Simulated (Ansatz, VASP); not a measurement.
# SnO in VASP and in Ansatz

POSCAR

```
SnO
1.0
    3.7546621811      0.0000000000      0.0000000000
    0.0000000000      3.7546621811      0.0000000000
    0.0000000000      0.0000000000      4.7821791640
Sn O
2 2
Direct
    0.0000000000      0.5000000000      0.2425790113
    0.5000000000      0.0000000000      0.7574209887
    0.5000000000      0.5000000000      0.0000000000
    0.0000000000      0.0000000000      0.0000000000
```

The input INCAR.step1:

```
SYSTEM = SnO
PREC = Accurate
ENCUT = 520
ISMEAR = -1
SIGMA = 0.02
LREAL = .FALSE.
LASPH = .TRUE.
NELM = 150
MAGMOM = 0 0 0 0 0 0 0 0 0 0 0 0
LSORBIT = .TRUE.
GGA_COMPAT = .FALSE.
NBANDS = 54
GGA = PE
ALGO = Normal
EDIFF = 1E-4
LWAVE = .TRUE.
LCHARG = .FALSE.
```

Contents of INCAR.step2:

```
SYSTEM = SnO
PREC = Accurate
ENCUT = 520
EDIFF = 1E-6
ISMEAR = -1
SIGMA = 0.02
LREAL = .FALSE.
LASPH = .TRUE.
NELM = 150
ALGO = Normal
ISIF = 2
LWAVE = .FALSE.
LCHARG = .FALSE.
MAGMOM = 0 0 0 0 0 0 0 0 0 0 0 0
LORBIT = 11
LSORBIT = .TRUE.
GGA_COMPAT = .FALSE.
LORBMOM = .TRUE.
METAGGA = R2SCAN
LMIXTAU = .TRUE.
NBANDS = 54
ISTART = 1
```

File KPOINTS:

```
regular mesh
0
G
  6 6 6
  0 0 0
```

Input for Ansatz:

```yaml
crystal:
  lattice:
    - [3.7546621811, 0.0, 0.0]
    - [0.0, 3.7546621811, 0.0]
    - [0.0, 0.0, 4.782179164]
  atoms:
    - { symbol: Sn, position: [0.0, 0.5, 0.2425790113] }
    - { symbol: Sn, position: [0.5, 0.0, 0.7574209887] }
    - { symbol: O, position: [0.5, 0.5, 0.0] }
    - { symbol: O, position: [0.0, 0.0, 0.0] }
kpoints:
  mp_grid: { grid: [6, 6, 6] }
  band_path:
    path:
      - [0.0, 0.0, 0.0]
      - [0.0, 0.5, 0.0]
      - [0.5, 0.5, 0.0]
      - [0.0, 0.0, 0.5]
      - [0.0, 0.5, 0.5]
      - [0.5, 0.5, 0.5]
      - [-0.026042, -0.026042, 0.0]
    npoints: 1
hamiltonian:
  xc: r2scan
scf:
  occupations: { method: fermi_dirac, width: 0.02 }
  n_extra_bands: 10
magnetization:
  noncollinear: true
  spin_orbit: true
output:
  forces: true
  stress: true
  eigenvalues: true
```

Change from the starting cell: epitaxial_xy strain -1.0%.

Alike in both runs: task single point; functional r2SCAN; k mesh 6 × 6 × 6; occupations fermi-dirac, width 0.02 eV; non-collinear spin, spin-orbit coupling.

```csv
,VASP,Ansatz
version,VASP 6.6.1,Ansatz 0.2.0
potentials or method,"VASP PAW PBE potentials, release 64 (Sn_d, O)","plane waves, PAW"
plane-wave cutoff (eV),520,500
valence electrons in the cell,40,40
```

Ansatz gave:

| Quantity | Value |
| --- | --- |
| pressure (GPa) | 2.5 |
| traceless stress, the component that is largest in VASP (GPa) | -1.24 |
| rms of the force components (eV/Å) | 0.009 |

Estimate VASP's values.

pressure (GPa): 3.1; traceless stress, the component that is largest in VASP (GPa): -1.29; rms of the force components (eV/Å): 0.052.

VASP's potentials were made for PBE, not for r2SCAN. Atom by atom the forces differ by 0.060 eV/Å (rms over components).
